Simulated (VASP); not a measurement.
# ZnCu2SnSe4 (I-4) in VASP: settings compared

Aim: see how the results for ZnCu2SnSe4 move with the level of theory and the settings. Levels: PBEsol, LDA. Tasks: relaxation of cell and atoms.

All numbers are computed with VASP 6.6.1; they aren't measurements. Logs are shortened: lines on timing, memory, paths and dates and some standing lists are left out, and cuts for length are marked.

### Step 1. The cell of the first run

It takes space group I-4 (No. 82, tetragonal). Conventional cell: a = 5.771 Å, b = 5.771 Å, c = 11.480 Å, α = 90.00°, β = 90.00°, γ = 90.00°. Within 3.3 Å of Zn (site symmetry -4) lie 4 Se at 2.49 Å. Cu (site symmetry -4) has 4 Se at 2.44 Å within 3.2 Å. Cu (site symmetry -4) has 4 Se at 2.44 Å within 3.2 Å. Within 3.4 Å of Sn (site symmetry -4) lie 4 Se at 2.62 Å. Se (site symmetry 1) has 2 Cu at 2.44 Å and 1 Zn at 2.49 Å and 1 Sn at 2.62 Å within 3.2 Å.

### Step 2. Relaxation of cell and atoms, PBEsol

File INCAR:

```
ALGO = Normal ; EDIFF = 1E-6
EDIFFG = -0.01 ; ENCUT = 600
GGA = PS ; IBRION = 2
ISIF = 3 ; ISMEAR = 1
KPAR = 4 ; LASPH = True
LCHARG = False ; LREAL = False
LWAVE = False ; NELM = 80
NSW = 90 ; PREC = Accurate
SIGMA = 0.1
```

File KPOINTS:

```
k-points
0
Gamma
  10 10 10
```

File POSCAR:

```
ZnCu2SnSe4
1.0
   -2.8856370000      2.8856370000      5.7398310000
    2.8856370000     -2.8856370000      5.7398310000
    2.8856370000      2.8856370000     -5.7398310000
Zn Cu Sn Se
1 2 1 4
Direct
    0.7500000000      0.2500000000      0.5000000000
    0.2500000000      0.7500000000      0.5000000000
    0.0000000000      0.0000000000      0.0000000000
    0.5000000000      0.5000000000      0.0000000000
    0.6297540000      0.6365340000      0.5262470000
    0.1102870000      0.1035070000      0.4737530000
    0.8964930000      0.3702460000      0.0067800000
    0.3634660000      0.8897130000      0.9932200000
```

Potentials or basis: VASP PAW PBE potentials, release 64 (Zn, Cu, Sn_d, Se).

The run is started by

```sh
> cat potpaw_PBE.64/Zn/POTCAR potpaw_PBE.64/Cu/POTCAR potpaw_PBE.64/Sn_d/POTCAR potpaw_PBE.64/Se/POTCAR > POTCAR
> mpirun -np 4 vasp_std > vasp.out
```

OUTCAR:

```text
EDIFF = 1E-6
   EDIFFG = -0.01
   ENCUT = 600
   GGA = PS
   IBRION = 2
   ISIF = 3
   ISMEAR = 1
   LASPH = True
   LREAL = False
   NELM = 80
   NSW = 90
   PREC = Accurate

 ion  position               nearest neighbor table
   1  0.750  0.250  0.500-   7 2.49   5 2.49   6 2.49   8 2.49
   2  0.250  0.750  0.500-   5 2.44   6 2.44   8 2.44   7 2.44
   3  0.000  0.000  0.000-   5 2.44   6 2.44   7 2.44   8 2.44
   4  0.500  0.500  0.000-   5 2.62   8 2.62   7 2.62   6 2.62
   5  0.630  0.637  0.526-   2 2.44   3 2.44   1 2.49   4 2.62
   6  0.110  0.104  0.474-   2 2.44   3 2.44   1 2.49   4 2.62
   7  0.896  0.370  0.007-   2 2.44   3 2.44   1 2.49   4 2.62
   8  0.363  0.890  0.993-   2 2.44   3 2.44   1 2.49   4 2.62

  LATTYP: Found a body centered tetragonal cell.
 ALAT       =     5.7712740000
 C/A-ratio  =     1.9891036191

  Lattice vectors:

 A1 = (  -2.8856370000,   2.8856370000,   5.7398310000)
 A2 = (   2.8856370000,  -2.8856370000,   5.7398310000)
 A3 = (   2.8856370000,   2.8856370000,  -5.7398310000)

Analysis of symmetry for initial positions (statically):
=====================================================================
 Subroutine PRICEL returns:
 Original cell was already a primitive cell.

 Routine SETGRP: Setting up the symmetry group for a
 body centered tetragonal supercell.

 Subroutine GETGRP returns: Found  4 space group operations
 (whereof  4 operations were pure point group operations)
 out of a pool of 16 trial point group operations.

The static configuration has the point symmetry S_4 .

Analysis of symmetry for dynamics (positions and initial velocities):
=====================================================================
 Subroutine PRICEL returns:
 Original cell was already a primitive cell.

 Routine SETGRP: Setting up the symmetry group for a
 body centered tetragonal supercell.

 Subroutine GETGRP returns: Found  4 space group operations
 (whereof  4 operations were pure point group operations)
 out of a pool of 16 trial point group operations.

The dynamic configuration has the point symmetry S_4 .

 Subroutine INISYM returns: Found  4 space group operations
 (whereof  4 operations are pure point group operations),
 and found     1 'primitive' translations

----------------------------------------------------------------------------------------

                                     Primitive cell

  volume of cell :     191.1800

  direct lattice vectors                    reciprocal lattice vectors
    -2.885637000  2.885637000  5.739831000     0.000000000  0.173271967  0.087110579
     2.885637000 -2.885637000  5.739831000     0.173271967  0.000000000  0.087110579
     2.885637000  2.885637000 -5.739831000     0.173271967  0.173271967  0.000000000

  length of vectors
     7.042688528  7.042688528  7.042688528     0.193936659  0.193936659  0.245043566

  position of ions in fractional coordinates (direct lattice)
     0.750000000  0.250000000  0.500000000
     0.250000000  0.750000000  0.500000000
     0.000000000  0.000000000  0.000000000
     0.500000000  0.500000000  0.000000000
     0.629754000  0.636534000  0.526247000
     0.110287000  0.103507000  0.473753000
     0.896493000  0.370246000  0.006780000
     0.363466000  0.889713000  0.993220000

  ion indices of the primitive-cell ions
   primitive index   ion index
                 1           1
                 2           2
                 3           3
                 4           4
                 5           5
                 6           6
                 7           7
                 8           8

----------------------------------------------------------------------------------------

 KPOINTS: k-points

Automatic generation of k-mesh.
 Grid dimensions read from file:
 generate k-points for:   10   10   10

 Generating k-lattice:

  Cartesian coordinates                     Fractional coordinates (reciprocal lattice)
     0.000000000  0.017327197  0.008711058     0.100000000 -0.000000000  0.000000000
     0.017327197  0.000000000  0.008711058    -0.000000000  0.100000000  0.000000000
     0.017327197  0.017327197  0.000000000     0.000000000  0.000000000  0.100000000

  Length of vectors
     0.019393666  0.019393666  0.024504357

  Shift w.r.t. Gamma in fractional coordinates (k-lattice)
     0.000000000  0.000000000  0.000000000

 Subroutine IBZKPT returns following result:
 ===========================================

 Found    144 irreducible k-points:

 Following reciprocal coordinates:
            Coordinates               Weight
  0.000000  0.000000  0.000000      1.000000
  0.100000 -0.000000  0.000000      8.000000
  0.200000 -0.000000  0.000000      8.000000
  0.300000 -0.000000  0.000000      8.000000
  0.400000  0.000000 -0.000000      8.000000
  0.500000 -0.000000  0.000000      4.000000
[... 16 lines left out ...]
  0.200000  0.200000  0.000000      8.000000
  0.300000  0.200000  0.000000      8.000000
 [... further k-points ...]
   k-points           NKPTS =    144   k-points in BZ     NKDIM =    144   number of bands    NBANDS=     43
   number of dos      NEDOS =    301   number of ions     NIONS =      8
   total plane-waves  NPLWV = 175616
   dimension x,y,z NGX =    56 NGY =   56 NGZ =   56
   dimension x,y,z NGXF=   112 NGYF=  112 NGZF=  112
   ions per type =               1   2   1   4
   NGX,Y,Z   is equivalent  to a cutoff of  13.22, 13.22, 13.22 a.u.
   NGXF,Y,Z  is equivalent  to a cutoff of  26.44, 26.44, 26.44 a.u.
 SYSTEM =  unknown system
   PREC   = accura    normal or accurate (medium, high low for compatibility)
   ISTART =      0    job   : 0-new  1-cont  2-samecut
   ICHARG =      2    charge: 1-file 2-atom 10-const
   ISPIN  =      1    spin polarized calculation?
   LNONCOLLINEAR =      F non collinear calculations
   LSORBIT =      F    spin-orbit coupling
   LASPH  =      T    aspherical Exc in radial PAW
   ENCUT  =  600.0 eV  44.10 Ry    6.64 a.u.  14.07 14.07 14.07*2*pi/ulx,y,z
   NELM   =     80;   NELMIN=  2; NELMDL= -5     # of ELM steps
   EDIFF  = 0.1E-05   stopping-criterion for ELM
   LREAL  =      F    real-space projection
   EDIFFG = -.1E-01   stopping-criterion for IOM
   NSW    =     90    number of steps for IOM
   IBRION =      2    ionic relax: 0-MD 1-quasi-New 2-CG
   NFREE  =      1    steps in history (QN), initial steepest desc. (CG)
   ISIF   =      3    stress and relaxation
   ISYM   =      2    0-nonsym 1-usesym 2-fastsym
   POTIM  = 0.5000    time-step for ionic-motion
   TEBEG  =    0.0;   TEEND  =   0.0 temperature during run
   PSTRESS=    0.0 pullay stress
   NELECT =      72.0000    total number of electrons
   NUPDOWN=      -1.0000    fix difference up-down
   EMIN   =  10.00;   EMAX   =-10.00  energy-range for DOS
   EFERMI =   0.00;   METHOD = LEGACY
   ISMEAR =     1;   SIGMA  =   0.10  broadening in eV -4-tet -1-fermi 0-gaus
   EFERMI_NEDOS =   21; number of points for ismear=-14 and -15
   IALGO  =     38    algorithm
   IMIX   =      4    mixing-type and parameters
     AMIX     =   0.40;   BMIX     =  1.00
     AMIX_MAG =   1.60;   BMIX_MAG =  1.00
  volume/ion in A,a.u.               =      23.90       161.27
  Fermi-wavevector in a.u.,A,eV,Ry     =   1.182238  2.234105 19.016675  1.397686
  Thomas-Fermi vector in A             =   2.318496
   LORBIT       =      0    0 simple, 1 ext, 2 COOP (PROOUT), +10 PAW based schemes
   GGA     = PS    functional components
   LHFCALC =     F    Hartree Fock is set to
   AEXX    =    0.0000 exact exchange contribution
   IVDW    =     0    specifies the selected vdW correction
   LEPSILON=     F    determine dielectric tensor
   LRPA    =     F    only Hartree local field effects (RPA)
 conjugate gradient relaxation of ions
 non-spin polarized calculation
 Methfessel and Paxton  Order N= 1 SIGMA  =   0.10
  energy-cutoff  :      600.00
  volume of cell :      191.18
 maximum number of plane-waves:      6427
   NGX = 29   NGY = 29   NGZ = 29

--------------------------------------- Ionic step        1  -------------------------------------------

 number of electron      71.9999996 magnetization

 Free energy of the ion-electron system (eV)
  ---------------------------------------------------
  ext. energy  EPLUGINS =         0.00000000
  ---------------------------------------------------
  free energy    TOTEN  =       -32.70313410 eV

  energy without entropy =      -32.70389645  energy(sigma->0) =      -32.70338822

------------------------ aborting loop because EDIFF is reached ----------------------------------------

  FORCE on cell =-STRESS in cart. coord.  units (eV):
  Direction    XX          YY          ZZ          XY          YZ          ZX
  --------------------------------------------------------------------------------------
  -------------------------------------------------------------------------------------
  Total       -3.4722585     -3.4722585     -3.3200153     -0.0000001      0.0000000      0.0000000
  in kB      -29.0991388    -29.0991388    -27.8232701     -0.0000006      0.0000000      0.0000000
  external PRESSURE =     -28.6738492 kB  Pullay stress =       0.0000000 kB
[... 279 lines left out ...]
  energy  without entropy=      -32.7992025488  energy(sigma->0) =      -32.79877902

--------------------------------------- Ionic step        8  -------------------------------------------

 number of electron      71.9999988 magnetization

 Free energy of the ion-electron system (eV)
  ---------------------------------------------------
  ext. energy  EPLUGINS =         0.00000000
  ---------------------------------------------------
  free energy    TOTEN  =       -32.79863786 eV

  energy without entropy =      -32.79927487  energy(sigma->0) =      -32.79885020

 E-fermi :   3.9750     XC(G=0):  -9.7353

 val. band max:        3.9535660116   @ k =   0.0000   0.0000   0.0000
 cond. band min:       3.9813534142   @ k =   0.0000   0.0000   0.0000
 fundamental gap:      0.0277874025
 Fermi energy:         3.9749580396

 k-point     1 :       0.0000    0.0000    0.0000
  band No.  band energies     occupation
      1     -18.1665      2.00000
      2     -18.1632      2.00000
      3     -18.1632      2.00000
      4     -18.1088      2.00000
      5     -18.1057      2.00000
      6     -10.4753      2.00000
[... 1093 lines left out ...]
     42       8.6096      0.00000
     43       9.0562      0.00000

 [... further k-points ...]
[... 5 lines left out ...]
  --------------------------------------------------------------------------------------
  -------------------------------------------------------------------------------------
  Total       -0.0572100     -0.0572100      0.0279919     -0.0000000      0.0000000     -0.0000000
  in kB       -0.5040280     -0.5040280      0.2466126     -0.0000001      0.0000000     -0.0000000
  external PRESSURE =      -0.2538145 kB  Pullay stress =       0.0000000 kB
[... 23 lines left out ...]
  FREE ENERGIE OF THE ION-ELECTRON SYSTEM (eV)
  ---------------------------------------------------
  free  energy   TOTEN  =       -32.7986378620 eV

  energy  without entropy=      -32.7992748676  energy(sigma->0) =      -32.79885020

 reached required accuracy - stopping structural energy minimisation
```

Run time: 33 min. Hardware: 4 MPI ranks of Intel Xeon Platinum 8488C (Sapphire Rapids), shared host; peak memory 1.6 GiB.

Results:

```
Free energy                           : -32.7986 eV
Relaxed volume                        : 22.73 Å³/atom
Relaxed cell                          : a = 6.933 Å, b = 6.933 Å, c = 6.933 Å, α = 131.72°, β = 131.72°, γ = 70.67°
Space group after relaxing (to 0.1 Å) : I-4 (No. 82)
Energy gained by relaxing             : 11.9 meV/atom
Ionic steps                           : 8
Pressure after relaxing               : 0.0 GPa
Largest force after relaxing          : 0.007 eV/Å
Band gap on the k mesh                : 0.03 eV
```

Forces in eV/Å, atoms in the order of the input:
```
Zn   0.000  0.000  0.000
Cu   0.000  0.000  0.000
Cu   0.000  0.000  0.000
Sn   0.000  0.000  0.000
Se   0.004  0.001  0.005
Se  -0.004 -0.001  0.005
Se  -0.001  0.004 -0.005
Se   0.001 -0.004 -0.005
```

The path:
```tsv
step	energy change (eV)	largest force (eV/Å)	pressure (GPa)	volume (Å³)
1	0.0000	0.1306	-2.87	191.18
2	-0.0828	0.1828	0.93	179.59
3	-0.0890	0.1702	0.06	181.87
4	-0.0933	0.0976	0.02	181.79
5	-0.0954	0.0202	-0.01	181.67
6	-0.0954	0.0130	0.05	181.68
7	-0.0954	0.0123	0.04	181.69
8	-0.0955	0.0069	-0.03	181.86
```

Final structure:
```
Zn Cu Sn Se
1.0
    -2.83520    2.83520    5.65589
     2.83520   -2.83520    5.65589
     2.83520    2.83520   -5.65589
Zn Cu Sn Se
1 2 1 4
Direct
  0.75000 0.25000 0.50000
  0.25000 0.75000 0.50000
  0.00000 0.00000 0.00000
  0.50000 0.50000 0.00000
  0.62982 0.63963 0.53082
  0.10881 0.09901 0.46918
  0.90099 0.37018 0.00981
  0.36037 0.89119 0.99019
```

Levels at points of the mesh, in eV from the valence-band top:
| k point | band 33 | band 34 | band 35 | band 36 | band 37 | band 38 | band 39 | band 40 |
| --- | --- | --- | --- | --- | --- | --- | --- | --- |
| (0.00, 0.00, 0.00) | -1.67 | -0.25 | 0.00 | 0.00 | 0.03 | 1.60 | 2.24 | 3.37 |
| (0.50, 0.00, 0.00) | -1.31 | -1.28 | -1.19 | -0.61 | 1.37 | 2.71 | 2.91 | 3.81 |
| (0.50, 0.50, 0.00) | -0.93 | -0.81 | -0.60 | -0.42 | 0.15 | 1.80 | 2.58 | 3.63 |
| (0.50, 0.50, 0.50) | -1.22 | -1.22 | -0.98 | -0.98 | 0.85 | 1.65 | 1.65 | 1.90 |

Caveat: the PAW data sets were made with another functional, which shifts forces and pressure a little; spin-orbit coupling is left out, which moves the levels of the heavy elements.

### Step 3. Relaxation of cell and atoms, PBEsol

This run uses another cell than the first one, of 22.73 Å³/atom.

Changes to INCAR since step 2:

```diff
@@ -1,3 +1,3 @@
-ALGO = Normal ; EDIFF = 1E-6
-EDIFFG = -0.01 ; ENCUT = 600
+ALGO = Normal ; EDIFF = 1E-7
+EDIFFG = -0.005 ; ENCUT = 600
 GGA = PS ; IBRION = 2
```

KPOINTS is that of step 2.

File POSCAR:

```
ZnCu2SnSe4                              
1.0
   -2.8352007363      2.8352007352      5.6558854785
    2.8352007363     -2.8352007352      5.6558854785
    2.8352007352      2.8352007363     -5.6558854785
  Zn              Cu              Sn              Se            
     1     2     1     4
Direct
     0.7500000000000000    0.2500000000000000    0.5000000000000000
     0.2500000000000000    0.7500000000000000    0.5000000000000000
     0.0000000000000000    0.0000000000000000    0.0000000000000000
     0.5000000000000000    0.5000000000000000    0.0000000000000000
     0.6298219484866832    0.6396302307309438    0.5308166976658829
     0.1088135330650609    0.0990052508208004    0.4691833023341170
     0.9009947491791995    0.3701780515133166    0.0098082822442605
     0.3603697692690561    0.8911864669349392    0.9901917177557396
```

Potentials or basis: VASP PAW PBE potentials, release 64 (Zn, Cu, Sn_d, Se).

The run is started by

```sh
> cat potpaw_PBE.64/Zn/POTCAR potpaw_PBE.64/Cu/POTCAR potpaw_PBE.64/Sn_d/POTCAR potpaw_PBE.64/Se/POTCAR > POTCAR
> mpirun -np 4 vasp_std > vasp.out
```

It took 23 min on 4 MPI ranks of Intel Xeon Platinum 8488C (Sapphire Rapids), shared host; peak memory 1.5 GiB.

It converged, with:

```yaml
Free_energy: -32.7976 eV
Relaxed_volume: 22.72 Å³/atom
Relaxed_cell: a = 6.937 Å, b = 6.937 Å, c = 6.937 Å, α = 131.80°, β = 131.80°, γ = 70.55°
Space_group_after_relaxing_to_0.1_Å: I-4 (No. 82)
Energy_gained_by_relaxing: 0.0 meV/atom
Ionic_steps: 6
Pressure_after_relaxing: 0.0 GPa
Band_gap_on_the_k_mesh: 0.02 eV
```

Forces on the atoms (eV/Å):
```
Zn   0.000  0.000  0.000
Cu   0.000  0.000  0.000
Cu   0.000  0.000  0.000
Sn   0.000  0.000  0.000
Se   0.000  0.000 -0.003
Se   0.000  0.000 -0.003
Se   0.000  0.000  0.003
Se   0.000  0.000  0.003
```

Final structure:
```xyz
8
Lattice="-2.8325 2.8325 5.6631 2.8325 -2.8325 5.6631 2.8325 2.8325 -5.6631" Properties=species:S:1:pos:R:3 pbc="T T T"
Zn    0.0000    2.8325    2.8316
Cu    2.8325    0.0000    2.8316
Cu    0.0000    0.0000    0.0000
Sn    0.0000    0.0000    5.6631
Se    1.5321    1.4760    4.1839
Se    1.3004    1.3565   -1.4792
Se   -1.4760    1.5321    7.1423
Se    4.3085    1.3004    1.4792
```

Levels at points of the mesh, in eV from the valence-band top:
| k point | band 33 | band 34 | band 35 | band 36 | band 37 | band 38 | band 39 | band 40 |
| --- | --- | --- | --- | --- | --- | --- | --- | --- |
| (0.00, 0.00, 0.00) | -1.68 | -0.25 | 0.00 | 0.00 | 0.02 | 1.60 | 2.24 | 3.36 |
| (0.50, 0.00, 0.00) | -1.32 | -1.29 | -1.19 | -0.61 | 1.37 | 2.71 | 2.91 | 3.81 |
| (0.50, 0.50, 0.00) | -0.93 | -0.81 | -0.60 | -0.42 | 0.15 | 1.79 | 2.59 | 3.64 |
| (0.50, 0.50, 0.50) | -1.22 | -1.22 | -0.98 | -0.98 | 0.84 | 1.64 | 1.64 | 1.90 |

Caveat: the PAW data sets were made with another functional, which shifts forces and pressure a little; spin-orbit coupling is left out, which moves the levels of the heavy elements. A k mesh can miss the band edges.

(Continued in part 2 of 2.)
